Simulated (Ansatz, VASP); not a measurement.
Si2B in VASP and in Ansatz

```xyz
6
Lattice="4.3990 0.0000 0.0000 0.0000 5.2157 0.0000 0.0000 0.0000 3.2295" Properties=species:S:1:pos:R:3 pbc="T T T"
Si    0.9546    1.8959    0.0000
Si    3.4444    3.3197    0.0000
Si    3.1541    0.7119    1.6147
Si    1.2449    4.5037    1.6147
B     0.0000    0.0000    0.0000
B     2.1995    2.6078    1.6147
```

Alike in both runs: functional PBE; k mesh 8 × 8 × 12; occupations gaussian, width 0.1 eV; no spin polarisation.

Ansatz relaxed the structure, and its values are those at the end. VASP's run is a single point on that final structure, the one shown.

|  | VASP | Ansatz |
| --- | --- | --- |
| version | VASP 6.6.1 | Ansatz 0.2.0 |
| potentials or method | VASP PAW PBE potentials, release 64 (Si, B), cutoff 520 eV | scalar-relativistic, plane waves, PAW |
| valence electrons in the cell | 22 | 22 |

|  | VASP | Ansatz | Ansatz less VASP |
| --- | --- | --- | --- |
| gap on the k mesh at the Fermi level (eV) | none | none | - |
| pressure (GPa) | -0.1 | 0.0 | +0.05 |

A gap of «none» marks a metal or a gap that the smearing closes.
